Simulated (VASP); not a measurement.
# GaN (F-43m) in VASP: single point with LDA

Aim: the single point of GaN with LDA.

Everything below comes from runs of VASP 6.6.1. Logs are shortened: lines on timing, memory, paths and dates and some standing lists are left out, and cuts for length are marked.

## 1. The cell of the first run

Symmetry: F-43m, No. 216, cubic system. The conventional cell has a = 4.507 Å, b = 4.507 Å, c = 4.507 Å, α = 90.00°, β = 90.00°, γ = 90.00°. Ga (site symmetry -43m) has 4 N at 1.95 Å within 2.6 Å. N (site symmetry -43m) has 4 Ga at 1.95 Å within 2.6 Å.

## 2. Single point, LDA

File INCAR:

```
PREC = Accurate
ENCUT = 600
EDIFF = 1E-6
ISMEAR = 0
SIGMA = 0.01
LREAL = F
LASPH = T
NELM = 120
ALGO = Normal
ISIF = 2
LWAVE = F
LCHARG = T
GGA = CA
LELF = T
LVHAR = T
NBANDS = 16
GGA_COMPAT = F
```

File KPOINTS:

```
regular mesh
0
Gamma
  4 4 4
```

File POSCAR:

```
GaN
1.0
    0.0000000000      2.2535006100      2.2535006100
    2.2535006100      0.0000000000      2.2535006100
    2.2535006100      2.2535006100      0.0000000000
Ga N
1 1
Direct
    0.0000000000      0.0000000000      0.0000000000
    0.7499999989      0.7499999989      0.7499999989
```

Potentials or basis: VASP PAW LDA potentials, release 64 (Ga_d, N).

On the command line:

```bash
$ cat potpaw_LDA.64/Ga_d/POTCAR potpaw_LDA.64/N/POTCAR > POTCAR
$ mpirun -np 1 vasp_std > vasp.out
```

OUTCAR:

```text
PREC = Accurate
   ENCUT = 600
   EDIFF = 1E-6
   ISMEAR = 0
   LREAL = F
   LASPH = T
   NELM = 120
   ISIF = 2
   GGA = CA

 ion  position               nearest neighbor table
   1  0.000  0.000  0.000-   2 1.95   2 1.95   2 1.95   2 1.95
   2  0.750  0.750  0.750-   1 1.95   1 1.95   1 1.95   1 1.95

  LATTYP: Found a face centered cubic cell.
 ALAT       =     4.5070012200

  Lattice vectors:

 A1 = (   0.0000000000,   2.2535006100,   2.2535006100)
 A2 = (   2.2535006100,   0.0000000000,   2.2535006100)
 A3 = (   2.2535006100,   2.2535006100,   0.0000000000)

Analysis of symmetry for initial positions (statically):
=====================================================================
 Subroutine PRICEL returns:
 Original cell was already a primitive cell.

 Routine SETGRP: Setting up the symmetry group for a
 face centered cubic supercell.

 Subroutine GETGRP returns: Found 24 space group operations
 (whereof 24 operations were pure point group operations)
 out of a pool of 48 trial point group operations.

The static configuration has the point symmetry T_d .

Analysis of symmetry for dynamics (positions and initial velocities):
=====================================================================
 Subroutine PRICEL returns:
 Original cell was already a primitive cell.

 Routine SETGRP: Setting up the symmetry group for a
 face centered cubic supercell.

 Subroutine GETGRP returns: Found 24 space group operations
 (whereof 24 operations were pure point group operations)
 out of a pool of 48 trial point group operations.

The dynamic configuration has the point symmetry T_d .

 Subroutine INISYM returns: Found 24 space group operations
 (whereof 24 operations are pure point group operations),
 and found     1 'primitive' translations

----------------------------------------------------------------------------------------

                                     Primitive cell

  volume of cell :      22.8877

  direct lattice vectors                    reciprocal lattice vectors
     0.000000000  2.253500610  2.253500610    -0.221877020  0.221877020  0.221877020
     2.253500610  0.000000000  2.253500610     0.221877020 -0.221877020  0.221877020
     2.253500610  2.253500610  0.000000000     0.221877020  0.221877020 -0.221877020

  length of vectors
     3.186931125  3.186931125  3.186931125     0.384302272  0.384302272  0.384302272

  position of ions in fractional coordinates (direct lattice)
     0.000000000  0.000000000  0.000000000
[... 61 lines left out ...]
   EDIFF  = 0.1E-05   stopping-criterion for ELM
   LREAL  =      F    real-space projection
   EDIFFG = 0.1E-04   stopping-criterion for IOM
   NSW    =      0    number of steps for IOM
   IBRION =     -1    ionic relax: 0-MD 1-quasi-New 2-CG
   NFREE  =      0    steps in history (QN), initial steepest desc. (CG)
   ISIF   =      2    stress and relaxation
   ISYM   =      2    0-nonsym 1-usesym 2-fastsym
   POTIM  = 0.5000    time-step for ionic-motion
   TEBEG  =    0.0;   TEEND  =   0.0 temperature during run
   PSTRESS=    0.0 pullay stress
   NELECT =      18.0000    total number of electrons
   NUPDOWN=      -1.0000    fix difference up-down
   EMIN   =  10.00;   EMAX   =-10.00  energy-range for DOS
   EFERMI =   0.00;   METHOD = LEGACY
   ISMEAR =     0;   SIGMA  =   0.01  broadening in eV -4-tet -1-fermi 0-gaus
   EFERMI_NEDOS =   21; number of points for ismear=-14 and -15
   IALGO  =     38    algorithm
   IMIX   =      4    mixing-type and parameters
     AMIX     =   0.40;   BMIX     =  1.00
     AMIX_MAG =   1.60;   BMIX_MAG =  1.00
  volume/ion in A,a.u.               =      11.44        77.23
  Fermi-wavevector in a.u.,A,eV,Ry     =   1.511117  2.855596 31.068543  2.283473
  Thomas-Fermi vector in A             =   2.621216
   LORBIT       =      0    0 simple, 1 ext, 2 COOP (PROOUT), +10 PAW based schemes
   GGA     = CA    functional components
   LHFCALC =     F    Hartree Fock is set to
   AEXX    =    0.0000 exact exchange contribution
   IVDW    =     0    specifies the selected vdW correction
   LEPSILON=     F    determine dielectric tensor
   LRPA    =     F    only Hartree local field effects (RPA)
 non-spin polarized calculation
 Gauss-broadening in eV      SIGMA  =   0.01
  energy-cutoff  :      600.00
  volume of cell :       22.89
 maximum number of plane-waves:       778
 NGX is ok and might be reduce to    28
   NGX = 13   NGY = 13   NGZ = 13

 number of electron      18.0000005 magnetization

 Free energy of the ion-electron system (eV)
  ---------------------------------------------------
  ext. energy  EPLUGINS =         0.00000000
  ---------------------------------------------------
  free energy    TOTEN  =       -13.86792543 eV

  energy without entropy =      -13.86792543  energy(sigma->0) =      -13.86792543

 E-fermi :   5.1908     XC(G=0): -12.1118

 val. band max:        5.0787624573   @ k =   0.0000   0.0000   0.0000
 cond. band min:       6.8014316968   @ k =   0.0000   0.0000   0.0000
 fundamental gap:      1.7226692395
 Fermi energy:         5.1908404219

 k-point     1 :       0.0000    0.0000    0.0000
  band No.  band energies     occupation
      1     -10.7396      2.00000
      2      -8.5241      2.00000
      3      -8.5241      2.00000
      4      -8.5241      2.00000
      5      -8.2082      2.00000
      6      -8.2082      2.00000
[... 129 lines left out ...]
      3      -8.3533      2.00000
      4      -8.1986      2.00000
      5      -8.1973      2.00000
      6      -6.0228      2.00000
[... 8 lines left out ...]
     15      24.2194      0.00000
     16      28.4854      0.00000

------------------------ aborting loop because EDIFF is reached ----------------------------------------

  FORCE on cell =-STRESS in cart. coord.  units (eV):
  Direction    XX          YY          ZZ          XY          YZ          ZX
  --------------------------------------------------------------------------------------
  -------------------------------------------------------------------------------------
  Total       -0.8092593     -0.8092593     -0.8092593      0.0000000     -0.0000000     -0.0000000
  in kB      -56.6493912    -56.6493912    -56.6493912      0.0000000     -0.0000000     -0.0000000
  external PRESSURE =     -56.6493912 kB  Pullay stress =       0.0000000 kB

 VOLUME and BASIS-vectors are now :
 -----------------------------------------------------------------------------
  energy-cutoff  :      600.00
  volume of cell :       22.89
      direct lattice vectors                 reciprocal lattice vectors
     0.000000000  2.253500610  2.253500610    -0.221877020  0.221877020  0.221877020
     2.253500610  0.000000000  2.253500610     0.221877020 -0.221877020  0.221877020
     2.253500610  2.253500610  0.000000000     0.221877020  0.221877020 -0.221877020

 POSITION                                       TOTAL-FORCE (eV/Angst)
 -----------------------------------------------------------------------------------
      0.00000      0.00000      0.00000        -0.000000     -0.000000     -0.000000
      3.38025      3.38025      3.38025         0.000000      0.000000      0.000000
 -----------------------------------------------------------------------------------
    total drift:                                0.000003      0.000003      0.000003

  FREE ENERGIE OF THE ION-ELECTRON SYSTEM (eV)
  ---------------------------------------------------
  free  energy   TOTEN  =       -13.8679254336 eV

  energy  without entropy=      -13.8679254336  energy(sigma->0) =      -13.86792543
```

stdout:

```text
POSCAR found type information on POSCAR GaN
 POSCAR found :  2 types and       2 ions
 scaLAPACK will be used
 LDA part: xc-table for (Slater(with rela. corr.)+CA(PZ))
 , standard interpolation
 POSCAR, INCAR and KPOINTS ok, starting setup
 FFT: planning ... GRIDC
 FFT: planning ... GRID_SOFT
 FFT: planning ... GRID
 WAVECAR not read
 entering main loop
```

Wall time 7.2 s (1 thread of AMD EPYC 7R13 (Zen 3), shared host); peak memory 0.11 GiB.

What came out:

| Item | Value |
| --- | --- |
| Free energy | -13.8679 eV |
| Pressure | -5.7 GPa |
| Band gap on the k mesh | 1.72 eV, direct |

Caveat: the k points lie up to 0.60 Å⁻¹ apart.
